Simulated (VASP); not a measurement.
# CO2 (P2_1/c) in VASP: notebook

The runs below take CO2 through single point, with PBE.

All numbers are computed with VASP 6.6.1; they aren't measurements. Logs are shortened: lines on timing, memory, paths and dates and some standing lists are left out, and cuts for length are marked.

## Step 1: The cell of the first run

Symmetry: P2_1/c, No. 14, monoclinic system. Conventional cell: a = 6.075 Å, b = 6.058 Å, c = 6.316 Å, α = 90.00°, β = 98.41°, γ = 90.00°. Within 1.5 Å of C (site symmetry -1) lie 2 O at 1.13 Å. C (site symmetry -1) has 2 O at 1.25 Å within 1.7 Å. O (site symmetry 1) has 1 C at 1.13 Å within 1.5 Å. O (site symmetry 1) has 1 C at 1.25 Å within 1.7 Å.

## Step 2: Single point, PBE (engineering shear strain xz -0.1500, normal strain along z +0.0400)

Contents of INCAR:

```
PREC = Accurate ; ENCUT = 520
EDIFF = 1E-6 ; ISMEAR = 0
SIGMA = 0.05 ; LREAL = False
LASPH = True ; NELM = 100
ALGO = Normal ; ISIF = 2
LWAVE = False ; LCHARG = False
GGA = PE ; NBANDS = 44
```

Contents of KPOINTS:

```
Automatic mesh
0
Gamma
  4 4 4
```

Contents of POSCAR:

```
CO2
1.0
    6.0577362522      0.0000000000     -0.4543302189
    0.0000000000      6.0577362522      0.0000000000
   -0.4543302189      0.0000000000      6.3000457023
C O
4 8
Direct
    0.0000000000      0.0000000000      0.0000000000
    0.5000000000      0.0000000000      0.5000000000
    0.5000000000      0.5000000000      0.0000000000
    0.0000000000      0.5000000000      0.5000000000
    0.1114834447      0.1114834447      0.1114834447
    0.3885165553      0.8885165553      0.6114834447
    0.6114834447      0.3885165553      0.8885165553
    0.8885165553      0.6114834447      0.3885165553
    0.8885165553      0.8885165553      0.8885165553
    0.6114834447      0.1114834447      0.3885165553
    0.3885165553      0.6114834447      0.1114834447
    0.1114834447      0.3885165553      0.6114834447
```

Potentials or basis: VASP PAW PBE potentials, release 64 (C, O).

Command:

```bash
cat potpaw_PBE.64/C/POTCAR potpaw_PBE.64/O/POTCAR > POTCAR
mpirun -np 1 vasp_std > vasp.out
```

OUTCAR:

```text
PREC = Accurate
   ENCUT = 520
   EDIFF = 1E-6
   ISMEAR = 0
   LREAL = False
   LASPH = True
   NELM = 100
   ISIF = 2
   GGA = PE

 ion  position               nearest neighbor table
   1  0.000  0.000  0.000-   5 1.13   9 1.13
   2  0.500  0.000  0.500-   6 1.25  10 1.25
   3  0.500  0.500  0.000-   7 1.25  11 1.25
   4  0.000  0.500  0.500-   8 1.13  12 1.13
   5  0.111  0.111  0.111-   1 1.13
   6  0.389  0.889  0.611-   2 1.25
   7  0.611  0.389  0.889-   3 1.25
   8  0.889  0.611  0.389-   4 1.13
   9  0.889  0.889  0.889-   1 1.13
  10  0.611  0.111  0.389-   2 1.25
  11  0.389  0.611  0.111-   3 1.25
  12  0.111  0.389  0.611-   4 1.13

  LATTYP: Found a simple monoclinic cell.
 ALAT       =     6.0747497437
 B/A-ratio  =     0.9971993099
 C/A-ratio  =     1.0397805381
 COS(beta)  =    -0.1463233667

  Lattice vectors:

 A1 = (   6.0577362522,   0.0000000000,  -0.4543302189)
 A2 = (   0.0000000000,   6.0577362522,   0.0000000000)
 A3 = (  -0.4543302189,   0.0000000000,   6.3000457023)

Analysis of symmetry for initial positions (statically):
=====================================================================
 Subroutine PRICEL returns:
 Original cell was already a primitive cell.

 Routine SETGRP: Setting up the symmetry group for a
 simple monoclinic supercell.

 Subroutine GETGRP returns: Found  4 space group operations
 (whereof  2 operations were pure point group operations)
 out of a pool of  4 trial point group operations.

The static configuration has the point symmetry S_2 .
 The point group associated with its full space group is C_2h.

Analysis of symmetry for dynamics (positions and initial velocities):
=====================================================================
 Subroutine PRICEL returns:
 Original cell was already a primitive cell.

 Routine SETGRP: Setting up the symmetry group for a
 simple monoclinic supercell.

 Subroutine GETGRP returns: Found  4 space group operations
 (whereof  2 operations were pure point group operations)
 out of a pool of  4 trial point group operations.

The dynamic configuration has the point symmetry S_2 .
 The point group associated with its full space group is C_2h.

 Subroutine INISYM returns: Found  4 space group operations
 (whereof  2 operations are pure point group operations),
 and found     1 'primitive' translations

----------------------------------------------------------------------------------------

                                     Primitive cell

  volume of cell :     229.9371

  direct lattice vectors                    reciprocal lattice vectors
     6.057736252  0.000000000 -0.454330219     0.165975874  0.000000000  0.011969414
     0.000000000  6.057736252  0.000000000     0.000000000  0.165078168  0.000000000
    -0.454330219  0.000000000  6.300045702     0.011969414  0.000000000  0.159592186

  length of vectors
     6.074749744  6.057736252  6.316406557     0.166406903  0.165078168  0.160040410

  position of ions in fractional coordinates (direct lattice)
     0.000000000  0.000000000  0.000000000
     0.500000000  0.000000000  0.500000000
     0.500000000  0.500000000  0.000000000
     0.000000000  0.500000000  0.500000000
     0.111483445  0.111483445  0.111483445
     0.388516555  0.888516555  0.611483445
     0.611483445  0.388516555  0.888516555
     0.888516555  0.611483445  0.388516555
     0.888516555  0.888516555  0.888516555
     0.611483445  0.111483445  0.388516555
     0.388516555  0.611483445  0.111483445
     0.111483445  0.388516555  0.611483445

  ion indices of the primitive-cell ions
   primitive index   ion index
                 1           1
                 2           2
                 3           3
                 4           4
                 5           5
                 6           6
                 7           7
                 8           8
                 9           9
                10          10
                11          11
                12          12

----------------------------------------------------------------------------------------

 KPOINTS: Automatic mesh

Automatic generation of k-mesh.
 Grid dimensions read from file:
 generate k-points for:    4    4    4

 Generating k-lattice:

  Cartesian coordinates                     Fractional coordinates (reciprocal lattice)
     0.041493968  0.000000000  0.002992353     0.250000000  0.000000000  0.000000000
     0.000000000  0.041269542  0.000000000     0.000000000  0.250000000  0.000000000
     0.002992353  0.000000000  0.039898047     0.000000000  0.000000000  0.250000000

  Length of vectors
     0.041601726  0.041269542  0.040010102

  Shift w.r.t. Gamma in fractional coordinates (k-lattice)
     0.000000000  0.000000000  0.000000000

 Subroutine IBZKPT returns following result:
 ===========================================

 Found     30 irreducible k-points:

 Following reciprocal coordinates:
            Coordinates               Weight
  0.000000  0.000000  0.000000      1.000000
  0.250000  0.000000  0.000000      2.000000
  0.500000  0.000000  0.000000      1.000000
  0.000000  0.250000  0.000000      2.000000
  0.250000  0.250000  0.000000      4.000000
  0.500000  0.250000  0.000000      2.000000
[... 16 lines left out ...]
  0.250000  0.000000  0.500000      2.000000
  0.500000  0.000000  0.500000      1.000000
 [... further k-points ...]
   k-points           NKPTS =     30   k-points in BZ     NKDIM =     30   number of bands    NBANDS=     44
   number of dos      NEDOS =    301   number of ions     NIONS =     12
   total plane-waves  NPLWV = 110592
   dimension x,y,z NGX =    48 NGY =   48 NGZ =   48
   dimension x,y,z NGXF=    96 NGYF=   96 NGZF=   96
   ions per type =               4   8
   NGX,Y,Z   is equivalent  to a cutoff of  13.14, 13.17, 12.63 a.u.
   NGXF,Y,Z  is equivalent  to a cutoff of  26.27, 26.35, 25.27 a.u.
 SYSTEM =  unknown system
   PREC   = accura    normal or accurate (medium, high low for compatibility)
   ISTART =      0    job   : 0-new  1-cont  2-samecut
   ICHARG =      2    charge: 1-file 2-atom 10-const
   ISPIN  =      1    spin polarized calculation?
   LNONCOLLINEAR =      F non collinear calculations
   LSORBIT =      F    spin-orbit coupling
   LASPH  =      T    aspherical Exc in radial PAW
   ENCUT  =  520.0 eV  38.22 Ry    6.18 a.u.  11.30 11.26 11.74*2*pi/ulx,y,z
   NELM   =    100;   NELMIN=  2; NELMDL= -5     # of ELM steps
   EDIFF  = 0.1E-05   stopping-criterion for ELM
   LREAL  =      F    real-space projection
   EDIFFG = 0.1E-04   stopping-criterion for IOM
   NSW    =      0    number of steps for IOM
   IBRION =     -1    ionic relax: 0-MD 1-quasi-New 2-CG
   NFREE  =      0    steps in history (QN), initial steepest desc. (CG)
   ISIF   =      2    stress and relaxation
   ISYM   =      2    0-nonsym 1-usesym 2-fastsym
   POTIM  = 0.5000    time-step for ionic-motion
   TEBEG  =    0.0;   TEEND  =   0.0 temperature during run
   PSTRESS=    0.0 pullay stress
   NELECT =      64.0000    total number of electrons
   NUPDOWN=      -1.0000    fix difference up-down
   EMIN   =  10.00;   EMAX   =-10.00  energy-range for DOS
   EFERMI =   0.00;   METHOD = LEGACY
   ISMEAR =     0;   SIGMA  =   0.05  broadening in eV -4-tet -1-fermi 0-gaus
   EFERMI_NEDOS =   21; number of points for ismear=-14 and -15
   IALGO  =     38    algorithm
   IMIX   =      4    mixing-type and parameters
     AMIX     =   0.40;   BMIX     =  1.00
     AMIX_MAG =   1.60;   BMIX_MAG =  1.00
  volume/ion in A,a.u.               =      19.16       129.31
  Fermi-wavevector in a.u.,A,eV,Ry     =   1.068887  2.019904 15.544920  1.142519
  Thomas-Fermi vector in A             =   2.204549
   LORBIT       =      0    0 simple, 1 ext, 2 COOP (PROOUT), +10 PAW based schemes
   GGA     = PE    functional components
   LHFCALC =     F    Hartree Fock is set to
   AEXX    =    0.0000 exact exchange contribution
   IVDW    =     0    specifies the selected vdW correction
   LEPSILON=     F    determine dielectric tensor
   LRPA    =     F    only Hartree local field effects (RPA)
 non-spin polarized calculation
 Gauss-broadening in eV      SIGMA  =   0.05
  energy-cutoff  :      520.00
  volume of cell :      229.94
 maximum number of plane-waves:      6216
 NGX is ok and might be reduce to    48
   NGX = 23   NGY = 23   NGZ = 23

 number of electron      63.9999996 magnetization

 Free energy of the ion-electron system (eV)
  ---------------------------------------------------
  ext. energy  EPLUGINS =         0.00000000
  ---------------------------------------------------
  free energy    TOTEN  =       -90.87628603 eV

  energy without entropy =      -90.87628603  energy(sigma->0) =      -90.87628603

 E-fermi :  -4.6579     XC(G=0):  -6.7596

 val. band max:       -4.8867569268   @ k =   0.0000   0.0000   0.0000
 cond. band min:       1.4461547629   @ k =   0.0000   0.0000   0.0000
 fundamental gap:      6.3329116897
 Fermi energy:        -4.6578549026

 k-point     1 :       0.0000    0.0000    0.0000
  band No.  band energies     occupation
      1     -25.8183      2.00000
      2     -25.7897      2.00000
      3     -24.8240      2.00000
      4     -24.8169      2.00000
      5     -24.3499      2.00000
      6     -24.3040      2.00000
[... 36 lines left out ...]
     43       4.9748      0.00000
     44       5.4389      0.00000

 k-point     2 :       0.2500    0.0000    0.0000
  band No.  band energies     occupation
      1     -25.8178      2.00000
      2     -25.7897      2.00000
      3     -24.8251      2.00000
      4     -24.8170      2.00000
      5     -24.3498      2.00000
      6     -24.3039      2.00000
[... 36 lines left out ...]
     43       4.6829      0.00000
     44       5.7046      0.00000

 k-point     3 :       0.5000    0.0000    0.0000
  band No.  band energies     occupation
      1     -25.8172      2.00000
      2     -25.7898      2.00000
      3     -24.8259      2.00000
      4     -24.8171      2.00000
      5     -24.3495      2.00000
      6     -24.3038      2.00000
[... 36 lines left out ...]
     43       4.9397      0.00000
     44       6.1562      0.00000

 k-point     4 :       0.0000    0.2500    0.0000
  band No.  band energies     occupation
      1     -25.8141      2.00000
      2     -25.7938      2.00000
      3     -24.8230      2.00000
      4     -24.8182      2.00000
      5     -24.3433      2.00000
      6     -24.3110      2.00000
[... 882 lines left out ...]
     43       5.4695      0.00000
     44       5.4695      0.00000

 k-point    23 :       0.2500    0.0000    0.5000
  band No.  band energies     occupation
      1     -25.8040      2.00000
      2     -25.8034      2.00000
      3     -24.8214      2.00000
      4     -24.8205      2.00000
      5     -24.3272      2.00000
      6     -24.3267      2.00000
[... 36 lines left out ...]
     43       4.8419      0.00000
     44       5.1386      0.00000

 k-point    24 :       0.5000    0.0000    0.5000
  band No.  band energies     occupation
      1     -25.8036      2.00000
      2     -25.8036      2.00000
      3     -24.8208      2.00000
      4     -24.8208      2.00000
      5     -24.3273      2.00000
      6     -24.3273      2.00000
[... 36 lines left out ...]
     43       4.4975      0.00000
     44       4.4975      0.00000

 [... further k-points ...]
[... 5 lines left out ...]
  --------------------------------------------------------------------------------------
  -------------------------------------------------------------------------------------
  Total       -1.4053633      1.0571665     -1.6775303      0.0000000      0.0000000     18.6444464
  in kB       -9.7924214      7.3662229    -11.6888520      0.0000000      0.0000000    129.9125113
  external PRESSURE =      -4.7050168 kB  Pullay stress =       0.0000000 kB

 VOLUME and BASIS-vectors are now :
 -----------------------------------------------------------------------------
  energy-cutoff  :      520.00
  volume of cell :      229.94
      direct lattice vectors                 reciprocal lattice vectors
     6.057736252  0.000000000 -0.454330219     0.165975874  0.000000000  0.011969414
     0.000000000  6.057736252  0.000000000     0.000000000  0.165078168  0.000000000
    -0.454330219  0.000000000  6.300045702     0.011969414  0.000000000  0.159592186

 POSITION                                       TOTAL-FORCE (eV/Angst)
 -----------------------------------------------------------------------------------
      0.00000      0.00000      0.00000         0.000000      0.000000     -0.000000
      2.80170      0.00000      2.92286         0.000000      0.000000     -0.000000
      3.02887      3.02887     -0.22717         0.000000      0.000000     -0.000000
     -0.22717      3.02887      3.15002         0.000000      0.000000     -0.000000
      0.62469      0.67534      0.65170         3.242421      3.524351      3.414264
      2.07572      5.38240      3.67586         3.229801      3.012850     -3.398645
      3.30053      2.35353      5.31988        -3.229801      3.012850      3.398645
      5.20588      3.70421      2.04399        -3.242421      3.524351     -3.414264
      4.97872      5.38240      5.19401        -3.242421     -3.524351     -3.414264
      3.52769      0.67534      2.16986        -3.229801     -3.012850      3.398645
      2.30288      3.70421      0.52584         3.229801     -3.012850     -3.398645
      0.39752      2.35353      3.80172         3.242421     -3.524351      3.414264
 -----------------------------------------------------------------------------------
    total drift:                               -0.000000      0.000000      0.000000

  FREE ENERGIE OF THE ION-ELECTRON SYSTEM (eV)
  ---------------------------------------------------
  free  energy   TOTEN  =       -90.8762860251 eV

  energy  without entropy=      -90.8762860251  energy(sigma->0) =      -90.87628603
```

It took 3.7 min on 1 thread of Intel Xeon Platinum 8259CL at 2.50GHz (Skylake/Cascade Lake), shared host; peak memory 0.44 GiB.

Results:

```
Free energy            : -90.8763 eV
Pressure               : -0.5 GPa
Largest force          : 5.881 eV/Å
Band gap on the k mesh : 6.33 eV
```

Forces in eV/Å, atoms in the order of the input:
```
C    0.000  0.000  0.000
C    0.000  0.000  0.000
C    0.000  0.000  0.000
C    0.000  0.000  0.000
O    3.242  3.524  3.414
O    3.230  3.013 -3.399
O   -3.230  3.013  3.399
O   -3.242  3.524 -3.414
O   -3.242 -3.524 -3.414
O   -3.230 -3.013  3.399
O    3.230 -3.013 -3.399
O    3.242 -3.524  3.414
```

Caveat: the cell differs from its parent crystal (engineering shear strain xz -0.1500, normal strain along z +0.0400); this functional lacks dispersion, which holds the molecules together, so the pressure and a relaxed volume are unreliable; forces of over 1 eV/Å act on the atoms, so gaps and moduli don't describe the material at rest. A k mesh can miss the band edges.

## Step 3: Single point, PBE (engineering shear strain xz -0.0750, normal strain along z +0.0400)

Contents of INCAR:

```
SYSTEM = CO2
PREC     = Accurate       ! precision mode
ENCUT    = 520            ! plane-wave cutoff, eV
EDIFF    = 1E-6           ! SCF threshold, eV
ISMEAR   = 0              ! smearing method
SIGMA    = 0.05           ! smearing width, eV
LREAL    = .FALSE.        ! projectors in reciprocal space
LASPH    = .TRUE.         ! aspherical terms in the spheres
NELM     = 60             ! most SCF steps
ALGO     = Normal         ! electronic algorithm
ISIF     = 2              ! what is computed and relaxed
LWAVE    = .FALSE.        ! write WAVECAR
LCHARG   = .FALSE.        ! write CHGCAR
GGA      = PE             ! functional
NBANDS   = 44             ! bands
```

Contents of KPOINTS:

```
regular mesh
0
G
  4 4 4
  0 0 0
```

POSCAR, as its differences from that of step 2:

```diff
@@ -2,5 +2,5 @@
 1.0
-    6.0577362522      0.0000000000     -0.4543302189
+    6.0577362522      0.0000000000     -0.2271651095
     0.0000000000      6.0577362522      0.0000000000
-   -0.4543302189      0.0000000000      6.3000457023
+   -0.2271651095      0.0000000000      6.3000457023
 C O
```

Potentials or basis: VASP PAW PBE potentials, release 64 (C, O).

Command:

```bash
cat potpaw_PBE.64/C/POTCAR potpaw_PBE.64/O/POTCAR > POTCAR
mpirun -np 1 vasp_std > vasp.out
```

Wall time 4.2 min (1 thread of Intel Xeon Platinum 8259CL at 2.50GHz (Skylake/Cascade Lake), shared host); peak memory 0.44 GiB.

Results (log left out):

- Free energy: -91.9016 eV
- Pressure: -1.9 GPa
- Largest force: 3.502 eV/Å
- Band gap on the k mesh: 6.43 eV

Forces on the atoms (eV/Å):
```
C    0.000  0.000  0.000
C    0.000  0.000  0.000
C    0.000  0.000  0.000
C    0.000  0.000  0.000
O    1.204  1.261  1.269
O    2.011  1.939 -2.113
O   -2.011  1.939  2.113
O   -1.204  1.261 -1.269
O   -1.204 -1.261 -1.269
O   -2.011 -1.939  2.113
O    2.011 -1.939 -2.113
O    1.204 -1.261  1.269
```

Stress tensor (GPa, compression positive):
```
-1.94  0.00  6.47
 0.00 -1.51  0.00
 6.47  0.00 -2.19
```

Levels at points of the mesh, in eV from the valence-band top:
| k point | band 28 | band 29 | band 30 | band 31 | band 32 | band 33 | band 34 | band 35 | band 36 | band 37 |
| --- | --- | --- | --- | --- | --- | --- | --- | --- | --- | --- |
| (0.00, 0.00, 0.00) | -0.16 | -0.16 | -0.09 | -0.04 | 0.00 | 6.43 | 7.53 | 7.54 | 7.76 | 7.78 |
| (0.50, 0.00, 0.00) | -0.23 | -0.17 | -0.14 | -0.13 | -0.04 | 7.48 | 7.54 | 7.59 | 7.75 | 7.83 |
| (0.00, 0.50, 0.00) | -0.24 | -0.15 | -0.15 | -0.07 | -0.07 | 7.56 | 7.56 | 7.67 | 7.67 | 7.75 |
| (0.50, 0.50, 0.00) | -0.22 | -0.16 | -0.16 | -0.13 | -0.13 | 7.57 | 7.57 | 7.62 | 7.62 | 8.43 |
| (0.00, 0.00, 0.50) | -0.25 | -0.17 | -0.17 | -0.06 | -0.06 | 7.57 | 7.57 | 7.63 | 7.63 | 7.69 |
| (0.50, 0.00, 0.50) | -0.23 | -0.15 | -0.15 | -0.13 | -0.13 | 7.58 | 7.58 | 7.60 | 7.60 | 8.37 |
| (0.00, 0.50, 0.50) | -0.22 | -0.17 | -0.17 | -0.14 | -0.14 | 7.46 | 7.46 | 7.84 | 7.84 | 8.11 |
| (0.50, 0.50, 0.50) | -0.24 | -0.16 | -0.16 | -0.13 | -0.13 | 7.50 | 7.50 | 7.79 | 7.79 | 8.58 |

Caveat: the cell differs from its parent crystal (engineering shear strain xz -0.0750, normal strain along z +0.0400); this functional lacks dispersion, which holds the molecules together, so the pressure and a relaxed volume are unreliable; forces of over 1 eV/Å act on the atoms, so gaps and moduli don't describe the material at rest. A k mesh can miss the band edges.
